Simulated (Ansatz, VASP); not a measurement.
**KCl: VASP beside Ansatz**

POSCAR

```
KCl
1.0
    3.9936633810      0.0000000000      0.0000000000
    0.0000000000      3.9936633810      0.0000000000
    0.0000000000      0.0000000000      3.9936633810
K Cl
1 1
Direct
    0.0000000000      0.0000000000      0.0000000000
    0.5000000000      0.5000000000      0.5000000000
```

Contents of INCAR.step1:

```
SYSTEM = KCl
ALGO     = Normal         ! electronic algorithm
EDIFF    = 1E-4           ! SCF threshold, eV
ENCUT    = 520            ! plane-wave cutoff, eV
GGA      = PE             ! functional
ISMEAR   = 0              ! smearing method
LASPH    = .True.         ! aspherical terms in the spheres
LCHARG   = .False.        ! write CHGCAR
LREAL    = .False.        ! projectors in reciprocal space
LWAVE    = .True.         ! write WAVECAR
NBANDS   = 15             ! bands
NELM     = 100            ! most SCF steps
PREC     = Accurate       ! precision mode
SIGMA    = 0.01           ! smearing width, eV
```

Contents of INCAR.step2:

```
SYSTEM = KCl
ALGO     = Normal         ! electronic algorithm
EDIFF    = 1E-7           ! SCF threshold, eV
ENCUT    = 520            ! plane-wave cutoff, eV
ISIF     = 2              ! what is computed and relaxed
ISMEAR   = 0              ! smearing method
ISTART   = 1            
LASPH    = .True.         ! aspherical terms in the spheres
LCHARG   = .False.        ! write CHGCAR
LMIXTAU  = .True.       
LREAL    = .False.        ! projectors in reciprocal space
LWAVE    = .False.        ! write WAVECAR
METAGGA  = R2SCAN         ! meta-GGA
NBANDS   = 15             ! bands
NELM     = 100            ! most SCF steps
PREC     = Accurate       ! precision mode
SIGMA    = 0.01           ! smearing width, eV
```

File KPOINTS:

```
k-points
0
Gamma
  8 8 8
  0 0 0
```

Input for Ansatz:

```yaml
crystal:
  lattice:
    - [3.993663381, 0.0, 0.0]
    - [0.0, 3.993663381, 0.0]
    - [0.0, 0.0, 3.993663381]
  atoms:
    - { symbol: K, position: [0.0, 0.0, 0.0] }
    - { symbol: Cl, position: [0.5, 0.5, 0.5] }
kpoints:
  mp_grid: { grid: [8, 8, 8] }
  band_path:
    path:
      - [0.0, 0.0, 0.0]
      - [0.0, 0.5, 0.0]
      - [0.5, 0.5, 0.0]
      - [0.5, 0.5, 0.5]
      - [0.0, 0.5, 0.5]
    npoints: 1
hamiltonian:
  xc: r2scan
scf:
  occupations: { method: fixed }
  n_extra_bands: 4
output:
  forces: true
  stress: true
  eigenvalues: true
```

Change from the starting cell: hydrostatic strain +5.9%.

Alike in both runs: task single point; functional r2SCAN; k mesh 8 × 8 × 8; no spin polarisation.

|  | VASP | Ansatz |
| --- | --- | --- |
| version | VASP 6.6.1 | Ansatz 0.2.0 |
| potentials or method | VASP PAW PBE potentials, release 64 (K_sv, Cl) | plane waves, PAW |
| plane-wave cutoff (eV) | 520 | 500 |
| occupations | gaussian, width 0.01 eV | fixed |
| valence electrons in the cell | 16 | 16 |

|  | VASP | Ansatz | Ansatz less VASP |
| --- | --- | --- | --- |
| gap on the k mesh at the Fermi level (eV) | 5.08 | 5.07 | -0.004 |
| pressure (GPa) | -2.6 | -2.6 | +0.05 |

VASP's potentials were made for PBE, not for r2SCAN.
